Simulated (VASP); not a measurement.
# FeO (P1) in VASP: further runs

The runs below take FeO through single point, with PBE+U.

Program: VASP 6.6.1. These are calculated values, not measurements. Logs are shortened: lines on timing, memory, paths and dates and some standing lists are left out, and cuts for length are marked.

**1. The cell of the first run**

The typed cell holds 4 atoms: a = 5.303 Å, b = 5.303 Å, c = 5.303 Å, α = 33.56°, β = 33.56°, γ = 33.56°.

**2. Single point, PBE+U, collinear spin, antiferromagnetic start**

File INCAR:

```
ALGO     = Normal         # electronic algorithm
EDIFF    = 1E-6           # SCF threshold, eV
ENCUT    = 600            # plane-wave cutoff, eV
GGA      = PE             # functional
GGA_COMPAT= False        
ISIF     = 2              # what is computed and relaxed
ISMEAR   = -1             # smearing method
ISPIN    = 2              # spin polarisation
LASPH    = True           # aspherical terms in the spheres
LCHARG   = False          # write CHGCAR
LDAU     = True           # DFT+U
LDAUJ    = 0 0          
LDAUL    = 2 -1           # shell
LDAUPRINT= 1            
LDAUTYPE = 2            
LDAUU    = 4.6 0          # U, eV
LMAXMIX  = 4              # l up to which the mixer works
LORBIT   = 11             # projections on sites
LREAL    = False          # projectors in reciprocal space
LWAVE    = False          # write WAVECAR
MAGMOM   = 3.69 -3.78 0.03 -0.01 # initial moments
NBANDS   = 26             # bands
NELM     = 200            # most SCF steps
PREC     = Accurate       # precision mode
SIGMA    = 0.1            # smearing width, eV
```

File KPOINTS:

```
k-points
0
Gamma
  3 3 3
```

File POSCAR:

```
FeO
1.0
    4.3300000000      2.1650000000      2.1650000000
    2.1650000000      4.3300000000      2.1650000000
    2.1650000000      2.1650000000      4.3300000000
Fe O
2 2
Direct
    0.0000000000      0.0000000000      0.0000000000
    0.5000000000      0.5000000000      0.5000000000
    0.2720000000      0.2775000000      0.2335000000
    0.7500000000      0.7500000000      0.7500000000
```

Potentials or basis: VASP PAW PBE potentials, release 64 (Fe, O).

Command:

```bash
$ cat potpaw_PBE.64/Fe/POTCAR potpaw_PBE.64/O/POTCAR > POTCAR
$ mpirun -np 1 vasp_std > vasp.out
```

OUTCAR:

```text
EDIFF = 1E-6
   ENCUT = 600
   GGA = PE
   ISIF = 2
   ISMEAR = -1
   ISPIN = 2
   LASPH = True
   LORBIT = 11
   LREAL = False
   NELM = 200
   PREC = Accurate

 ion  position               nearest neighbor table
   1  0.000  0.000  0.000-   3 2.04   3 2.05   3 2.14   4 2.17   4 2.17   4 2.17   2 3.06   2 3.06
                             2 3.06   2 3.06   2 3.06   2 3.06
   2  0.500  0.500  0.500-   4 2.17   4 2.17   4 2.17   3 2.21   3 2.29   3 2.30   1 3.06   1 3.06
                             1 3.06   1 3.06   1 3.06   1 3.06
   3  0.272  0.278  0.233-   1 2.04   1 2.05   1 2.14   2 2.21   2 2.29   2 2.30
   4  0.750  0.750  0.750-   2 2.17   2 2.17   2 2.17   1 2.17   1 2.17   1 2.17

  LATTYP: Found a trigonal (rhomboedric) cell.
 ALAT       =     5.3031452931
 COS(alpha) =     0.8333333333

  Lattice vectors:

 A1 = (   4.3300000000,   2.1650000000,   2.1650000000)
 A2 = (   2.1650000000,   4.3300000000,   2.1650000000)
 A3 = (   2.1650000000,   2.1650000000,   4.3300000000)

Analysis of symmetry for initial positions (statically):
=====================================================================
 Subroutine PRICEL returns:
 Original cell was already a primitive cell.

 Routine SETGRP: Setting up the symmetry group for a
 trigonal (rhombohedral) supercell.

 Subroutine GETGRP returns: Found  1 space group operations
 (whereof  1 operations were pure point group operations)
 out of a pool of 12 trial point group operations.

The static configuration has the point symmetry C_1 .

Analysis of symmetry for dynamics (positions and initial velocities):
=====================================================================
 Subroutine PRICEL returns:
 Original cell was already a primitive cell.

 Routine SETGRP: Setting up the symmetry group for a
 trigonal (rhombohedral) supercell.

 Subroutine GETGRP returns: Found  1 space group operations
 (whereof  1 operations were pure point group operations)
 out of a pool of 12 trial point group operations.

The dynamic configuration has the point symmetry C_1 .

Analysis of structural, dynamic, and magnetic symmetry:
=====================================================================
 Subroutine PRICEL returns:
 Original cell was already a primitive cell.

 Routine SETGRP: Setting up the symmetry group for a
 trigonal (rhombohedral) supercell.

 Subroutine GETGRP returns: Found  1 space group operations
 (whereof  1 operations were pure point group operations)
 out of a pool of 12 trial point group operations.

The overall configuration has the point symmetry C_1 .

 Subroutine INISYM returns: Found  1 space group operations
 (whereof  1 operations are pure point group operations),
 and found     1 'primitive' translations

----------------------------------------------------------------------------------------

                                     Primitive cell

  volume of cell :      40.5914

  direct lattice vectors                    reciprocal lattice vectors
     4.330000000  2.165000000  2.165000000     0.346420323 -0.115473441 -0.115473441
     2.165000000  4.330000000  2.165000000    -0.115473441  0.346420323 -0.115473441
     2.165000000  2.165000000  4.330000000    -0.115473441 -0.115473441  0.346420323

  length of vectors
     5.303145293  5.303145293  5.303145293     0.382982077  0.382982077  0.382982077

  position of ions in fractional coordinates (direct lattice)
     0.000000000  0.000000000  0.000000000
     0.500000000  0.500000000  0.500000000
     0.272000000  0.277500000  0.233500000
     0.750000000  0.750000000  0.750000000

  ion indices of the primitive-cell ions
   primitive index   ion index
                 1           1
                 2           2
                 3           3
                 4           4

----------------------------------------------------------------------------------------

 KPOINTS: k-points

[... 100 lines left out ...]
atom =   1  type =  1  l = 2

 onsite density matrix

spin component  1

  0.9737 -0.0013  0.0003  0.0001 -0.0002
 -0.0013  0.9679 -0.0011  0.0020 -0.0006
  0.0003 -0.0011  1.0153 -0.0015  0.0012
  0.0001  0.0020 -0.0015  0.9640  0.0003
 -0.0002 -0.0006  0.0012  0.0003  1.0247

spin component  2

  0.0342 -0.0298 -0.0008  0.0418  0.0013
 -0.0298  0.3414 -0.0021 -0.4339 -0.0167
 -0.0008 -0.0021  0.1060 -0.0023  0.0050
  0.0418 -0.4339 -0.0023  0.6379  0.0267
  0.0013 -0.0167  0.0050  0.0267  0.1367

 occupancies and eigenvectors

  o =  0.0309  v =  0.0000  0.0000  0.0000  0.0000  0.0000 -0.1129  0.8033  0.0407  0.5831 -0.0209      0.0000  0.0000  0.0000  0.0000  0.0000  0.0000  0.0000  0.0000  0.0000  0.0000
  o =  0.0313  v =  0.0000  0.0000  0.0000  0.0000  0.0000  0.9920  0.1240  0.0143  0.0203  0.0017      0.0000  0.0000  0.0000  0.0000  0.0000  0.0000  0.0000  0.0000  0.0000  0.0000
  o =  0.1053  v =  0.0000  0.0000  0.0000  0.0000  0.0000  0.0084  0.0407 -0.9856  0.0201  0.1627      0.0000  0.0000  0.0000  0.0000  0.0000  0.0000  0.0000  0.0000  0.0000  0.0000
  o =  0.1363  v =  0.0000  0.0000  0.0000  0.0000  0.0000 -0.0076  0.0328  0.1635 -0.0228  0.9857      0.0000  0.0000  0.0000  0.0000  0.0000  0.0000  0.0000  0.0000  0.0000  0.0000
  o =  0.9523  v =  0.0000  0.0000  0.0000  0.0000  0.0000  0.0558 -0.5802 -0.0006  0.8116  0.0386      0.0000  0.0000  0.0000  0.0000  0.0000  0.0000  0.0000  0.0000  0.0000  0.0000
  o =  0.9631  v = -0.0565 -0.3943  0.0183  0.9170 -0.0098  0.0000  0.0000  0.0000  0.0000  0.0000      0.0000  0.0000  0.0000  0.0000  0.0000  0.0000  0.0000  0.0000  0.0000  0.0000
  o =  0.9685  v = -0.2048 -0.8943 -0.0308 -0.3966 -0.0080  0.0000  0.0000  0.0000  0.0000  0.0000      0.0000  0.0000  0.0000  0.0000  0.0000  0.0000  0.0000  0.0000  0.0000  0.0000
  o =  0.9740  v =  0.9771 -0.2101 -0.0144 -0.0298  0.0022  0.0000  0.0000  0.0000  0.0000  0.0000      0.0000  0.0000  0.0000  0.0000  0.0000  0.0000  0.0000  0.0000  0.0000  0.0000
  o =  1.0152  v =  0.0093 -0.0219  0.9910 -0.0300 -0.1285  0.0000  0.0000  0.0000  0.0000  0.0000      0.0000  0.0000  0.0000  0.0000  0.0000  0.0000  0.0000  0.0000  0.0000  0.0000
  o =  1.0249  v = -0.0032 -0.0135  0.1283  0.0021  0.9916  0.0000  0.0000  0.0000  0.0000  0.0000      0.0000  0.0000  0.0000  0.0000  0.0000  0.0000  0.0000  0.0000  0.0000  0.0000

atom =   2  type =  1  l = 2

 onsite density matrix

spin component  1

  0.7908  0.2643  0.0225  0.2274  0.0005
  0.2643  0.1213  0.0060  0.0786  0.0060
  0.0225  0.0060  0.1258  0.0041 -0.0011
  0.2274  0.0786  0.0041  0.0970 -0.0065
  0.0005  0.0060 -0.0011 -0.0065  0.0927

spin component  2

  0.9633 -0.0020 -0.0013 -0.0033  0.0003
 -0.0020  0.9672  0.0003 -0.0004  0.0008
 -0.0013  0.0003  1.0098  0.0003 -0.0004
 -0.0033 -0.0004  0.0003  0.9680 -0.0002
  0.0003  0.0008 -0.0004 -0.0002  1.0051

 occupancies and eigenvectors

  o =  0.0283  v = -0.1296 -0.4003  0.0180  0.8977  0.1297  0.0000  0.0000  0.0000  0.0000  0.0000      0.0000  0.0000  0.0000  0.0000  0.0000  0.0000  0.0000  0.0000  0.0000  0.0000
  o =  0.0291  v = -0.3960  0.8555  0.0242  0.3300 -0.0427  0.0000  0.0000  0.0000  0.0000  0.0000      0.0000  0.0000  0.0000  0.0000  0.0000  0.0000  0.0000  0.0000  0.0000  0.0000
  o =  0.0938  v = -0.0012  0.0882  0.0326 -0.1045  0.9901  0.0000  0.0000  0.0000  0.0000  0.0000      0.0000  0.0000  0.0000  0.0000  0.0000  0.0000  0.0000  0.0000  0.0000  0.0000
  o =  0.1253  v =  0.0139  0.0254 -0.9986  0.0285  0.0337  0.0000  0.0000  0.0000  0.0000  0.0000      0.0000  0.0000  0.0000  0.0000  0.0000  0.0000  0.0000  0.0000  0.0000  0.0000
  o =  0.9511  v = -0.9089 -0.3154 -0.0285 -0.2712 -0.0006  0.0000  0.0000  0.0000  0.0000  0.0000      0.0000  0.0000  0.0000  0.0000  0.0000  0.0000  0.0000  0.0000  0.0000  0.0000
  o =  0.9610  v =  0.0000  0.0000  0.0000  0.0000  0.0000  0.8545  0.3038  0.0178  0.4208 -0.0098      0.0000  0.0000  0.0000  0.0000  0.0000  0.0000  0.0000  0.0000  0.0000  0.0000
  o =  0.9677  v =  0.0000  0.0000  0.0000  0.0000  0.0000 -0.1502  0.9206 -0.0075 -0.3598 -0.0214      0.0000  0.0000  0.0000  0.0000  0.0000  0.0000  0.0000  0.0000  0.0000  0.0000
  o =  0.9698  v =  0.0000  0.0000  0.0000  0.0000  0.0000  0.4964 -0.2443  0.0239 -0.8327 -0.0047      0.0000  0.0000  0.0000  0.0000  0.0000  0.0000  0.0000  0.0000  0.0000  0.0000
  o =  1.0051  v =  0.0000  0.0000  0.0000  0.0000  0.0000 -0.0052 -0.0220 -0.0789  0.0067 -0.9966      0.0000  0.0000  0.0000  0.0000  0.0000  0.0000  0.0000  0.0000  0.0000  0.0000
  o =  1.0099  v =  0.0000  0.0000  0.0000  0.0000  0.0000  0.0287 -0.0056 -0.9964 -0.0103  0.0788      0.0000  0.0000  0.0000  0.0000  0.0000  0.0000  0.0000  0.0000  0.0000  0.0000

 number of electron      28.0000001 magnetization      -0.0002596

 Free energy of the ion-electron system (eV)
  ---------------------------------------------------
  ext. energy  EPLUGINS =         0.00000000
  ---------------------------------------------------
  free energy    TOTEN  =       -26.72435504 eV

  energy without entropy =      -26.72428258  energy(sigma->0) =      -26.72431881

 E-fermi :   5.7437     XC(G=0): -11.9831

 val. band max:        4.8579936182   @ k =  -0.3333   0.3333   0.0000
 cond. band min:       6.4610847023   @ k =   0.0000   0.0000   0.0000
 fundamental gap:      1.6030910841
 Fermi energy:         5.7437387073

 spin component 1

 k-point     1 :       0.0000    0.0000    0.0000
  band No.  band energies     occupation
      1     -14.1415      1.00000
      2     -12.9420      1.00000
      3      -2.5695      1.00000
      4      -1.3083      1.00000
      5      -0.9025      1.00000
      6       0.1792      1.00000
[... 395 lines left out ...]
     25      20.0856      0.00000
     26      20.9581      0.00000
 Fermi energy:         5.7437387073

 spin component 2

 k-point     1 :       0.0000    0.0000    0.0000
  band No.  band energies     occupation
      1     -14.1263      1.00000
      2     -12.9373      1.00000
      3      -2.3121      1.00000
      4      -1.2786      1.00000
      5      -1.1448      1.00000
      6      -0.0014      1.00000
[... 395 lines left out ...]
     25      19.1347      0.00000
     26      21.0988      0.00000

------------------------ aborting loop because EDIFF is reached ----------------------------------------

  FORCE on cell =-STRESS in cart. coord.  units (eV):
  Direction    XX          YY          ZZ          XY          YZ          ZX
  --------------------------------------------------------------------------------------
  -------------------------------------------------------------------------------------
  Total        1.9907267      1.5719638      0.6075685      0.2152373     -0.5423948     -0.5749197
  in kB       78.5757495     62.0468040     23.9812663      8.4956058    -21.4088025    -22.6925908
  external PRESSURE =      54.8679400 kB  Pullay stress =       0.0000000 kB

 VOLUME and BASIS-vectors are now :
 -----------------------------------------------------------------------------
  energy-cutoff  :      600.00
  volume of cell :       40.59
      direct lattice vectors                 reciprocal lattice vectors
     4.330000000  2.165000000  2.165000000     0.346420323 -0.115473441 -0.115473441
     2.165000000  4.330000000  2.165000000    -0.115473441  0.346420323 -0.115473441
     2.165000000  2.165000000  4.330000000    -0.115473441 -0.115473441  0.346420323

 POSITION                                       TOTAL-FORCE (eV/Angst)
 -----------------------------------------------------------------------------------
      0.00000      0.00000      0.00000         0.471857      0.457422      0.082815
      4.33000      4.33000      4.33000         0.236913      0.253481      0.053697
      2.28407      2.29598      2.20072        -1.181614     -1.054652     -1.023791
      6.49500      6.49500      6.49500         0.472843      0.343749      0.887279
 -----------------------------------------------------------------------------------
    total drift:                                0.000369     -0.001020     -0.000092

  FREE ENERGIE OF THE ION-ELECTRON SYSTEM (eV)
  ---------------------------------------------------
  free  energy   TOTEN  =       -26.7243550436 eV

  energy  without entropy=      -26.7242825752  energy(sigma->0) =      -26.72431881

 total charge

# of ion       s       p       d       tot
------------------------------------------
    1        0.302   0.395   6.176   6.872
    2        0.277   0.328   6.120   6.725
    3        1.549   3.474   0.000   5.023
    4        1.548   3.467   0.000   5.015
--------------------------------------------------
tot          3.675   7.664  12.296  23.635

 magnetization (x)

# of ion       s       p       d       tot
------------------------------------------
    1        0.017   0.015   3.684   3.716
    2       -0.014  -0.011  -3.681  -3.706
    3        0.003   0.006   0.000   0.009
    4        0.002  -0.020   0.000  -0.018
--------------------------------------------------
tot          0.008  -0.010   0.003   0.001
```

It took 11 min on 1 thread of AMD EPYC 7R13, shared host; peak memory 0.3 GiB.

Results:

* Free energy: -26.7244 eV
* Pressure: 5.5 GPa
* Largest force: 1.886 eV/Å
* Band gap on the k mesh: 1.60 eV
* Net moment: 0.00 μB per cell
* Site moments: Fe +3.72, -3.71; O +0.01, -0.02 μB
* Valence electrons inside the program's atomic spheres: Fe 6.87, 6.72; O 5.02, 5.01

Forces on the atoms (eV/Å):
```
Fe   0.472  0.457  0.083
Fe   0.237  0.253  0.054
O   -1.182 -1.055 -1.024
O    0.473  0.344  0.887
```

Stress tensor (GPa, compression positive):
```
 7.86  0.85 -2.27
 0.85  6.20 -2.14
-2.27 -2.14  2.40
```

Levels at points of the mesh, in eV from the valence-band top:
Spin up:
```csv
k point,band 12,band 13,band 14,band 15,band 16,band 17
"(0.00, 0.00, 0.00)",-1.33,-0.97,-0.72,1.71,2.98,3.08
```
Spin down:
```
           k point  band 12  band 13  band 14  band 15  band 16  band 17
(0.00, 0.00, 0.00)    -1.84    -1.75    -0.60     1.60     3.47     3.76
```

Eigenvalues of the final occupation matrices:
| site | spin | trace | eigenvalues |
| --- | --- | --- | --- |
| site 1 d | 1 | 4.95 | 0.96 0.97 0.97 1.02 1.02 |
| site 1 d | 2 | 1.26 | 0.03 0.03 0.11 0.14 0.95 |
| site 2 d | 1 | 1.23 | 0.03 0.03 0.09 0.13 0.95 |
| site 2 d | 2 | 4.91 | 0.96 0.97 0.97 1.01 1.01 |

Caveat: the k points lie up to 0.80 Å⁻¹ apart; an odd mesh through Γ misses points on the zone boundary, where band edges can lie; forces of over 1 eV/Å act on the atoms, so gaps and moduli don't describe the material at rest.

**3. Single point, PBE+U, collinear spin, antiferromagnetic start**

File INCAR:

```
SYSTEM = FeO
ALGO = Normal ; EDIFF = 1E-6
ENCUT = 600 ; GGA = PE
GGA_COMPAT = .FALSE. ; ISIF = 2
ISMEAR = -1 ; ISPIN = 2
LASPH = .TRUE. ; LCHARG = .TRUE.
LDAU = .TRUE. ; LDAUJ = 0 0
LDAUL = 2 -1 ; LDAUPRINT = 1
LDAUTYPE = 2 ; LDAUU = 4.6 0
LELF = .TRUE. ; LMAXMIX = 4
LORBIT = 11 ; LREAL = .FALSE.
LVHAR = .TRUE. ; LWAVE = .FALSE.
MAGMOM = 4.07 -4.07 0 0 ; NBANDS = 26
NELM = 200 ; PREC = Accurate
SIGMA = 0.1
```

File KPOINTS:

```
k-points
0
G
  3 3 3
  0 0 0
```

POSCAR is that of step 2.

Potentials or basis: VASP PAW PBE potentials, release 64 (Fe, O).

Command:

```bash
$ cat potpaw_PBE.64/Fe/POTCAR potpaw_PBE.64/O/POTCAR > POTCAR
$ mpirun -np 1 vasp_std > vasp.out
```

OUTCAR:

```text
SYSTEM = FeO
   EDIFF = 1E-6
   ENCUT = 600
   GGA = PE
   ISIF = 2
   ISMEAR = -1
   ISPIN = 2
   LASPH = .TRUE.
   LORBIT = 11
   LREAL = .FALSE.
   NELM = 200
   PREC = Accurate

 ion  position               nearest neighbor table
   1  0.000  0.000  0.000-   3 2.04   3 2.05   3 2.14   4 2.17   4 2.17   4 2.17   2 3.06   2 3.06
                             2 3.06   2 3.06   2 3.06   2 3.06
   2  0.500  0.500  0.500-   4 2.17   4 2.17   4 2.17   3 2.21   3 2.29   3 2.30   1 3.06   1 3.06
                             1 3.06   1 3.06   1 3.06   1 3.06
   3  0.272  0.278  0.233-   1 2.04   1 2.05   1 2.14   2 2.21   2 2.29   2 2.30
   4  0.750  0.750  0.750-   2 2.17   2 2.17   2 2.17   1 2.17   1 2.17   1 2.17

  LATTYP: Found a trigonal (rhomboedric) cell.
 ALAT       =     5.3031452931
 COS(alpha) =     0.8333333333

[... 1101 lines left out ...]

 POSITION                                       TOTAL-FORCE (eV/Angst)
 -----------------------------------------------------------------------------------
      0.00000      0.00000      0.00000         0.455077      0.462247      0.074020
      4.33000      4.33000      4.33000         0.208261      0.222057      0.066958
      2.28407      2.29598      2.20072        -1.242241     -1.171711     -0.880802
      6.49500      6.49500      6.49500         0.578902      0.487407      0.739823
 -----------------------------------------------------------------------------------
    total drift:                                0.000147      0.000166     -0.000591

  FREE ENERGIE OF THE ION-ELECTRON SYSTEM (eV)
  ---------------------------------------------------
  free  energy   TOTEN  =       -26.7005959203 eV

  energy  without entropy=      -26.7005162202  energy(sigma->0) =      -26.70055607

 total charge

# of ion       s       p       d       tot
------------------------------------------
    1        0.301   0.394   6.175   6.870
    2        0.278   0.329   6.119   6.725
    3        1.549   3.473   0.000   5.022
    4        1.548   3.466   0.000   5.015
--------------------------------------------------
tot          3.676   7.662  12.294  23.632

 magnetization (x)

# of ion       s       p       d       tot
------------------------------------------
    1        0.017   0.015   3.685   3.718
    2       -0.014  -0.011  -3.682  -3.706
    3        0.003   0.005   0.000   0.008
    4        0.002  -0.024   0.000  -0.022
--------------------------------------------------
tot          0.009  -0.014   0.003  -0.003
```

Wall time 21 min (1 thread of AMD EPYC 7R13, shared host); peak memory 0.3 GiB.

Results:

| Property | Result |
| --- | --- |
| Free energy | -26.7006 eV |
| Pressure | 5.3 GPa |
| Largest force | 1.921 eV/Å |
| Band gap on the k mesh | 1.57 eV |
| Net moment | 0.00 μB per cell |
| Site moments | Fe +3.72, -3.71; O +0.01, -0.02 μB |
| Valence electrons inside the program's atomic spheres | Fe 6.87, 6.72; O 5.02, 5.01 |

Forces on the atoms (eV/Å):
```
Fe   0.455  0.462  0.074
Fe   0.208  0.222  0.067
O   -1.242 -1.172 -0.881
O    0.579  0.487  0.740
```

Stress tensor (GPa, compression positive):
```
 6.16  0.12 -2.11
 0.12  4.98 -2.14
-2.11 -2.14  4.87
```

Levels at points of the mesh, in eV from the valence-band top:
Spin up:
```csv
k point,band 11,band 12,band 13,band 14,band 15,band 16,band 17,band 18
"(0.00, 0.00, 0.00)",-2.05,-1.14,-1.04,-0.78,1.69,2.83,2.93,4.15
```
Spin down:
```csv
k point,band 11,band 12,band 13,band 14,band 15,band 16,band 17,band 18
"(0.00, 0.00, 0.00)",-2.05,-1.92,-1.79,-0.62,1.57,3.45,3.76,4.74
```

Eigenvalues of the final occupation matrices:
```
    site  spin  trace               eigenvalues
site 1 d     1   4.95  0.97 0.97 0.97 1.02 1.02
site 1 d     2   1.25  0.03 0.03 0.11 0.14 0.95
site 2 d     1   1.23  0.03 0.04 0.10 0.12 0.93
site 2 d     2   4.91  0.96 0.97 0.97 1.01 1.01
```

Caveat: the k points lie up to 0.80 Å⁻¹ apart; an odd mesh through Γ misses points on the zone boundary, where band edges can lie; forces of over 1 eV/Å act on the atoms, so gaps and moduli don't describe the material at rest.
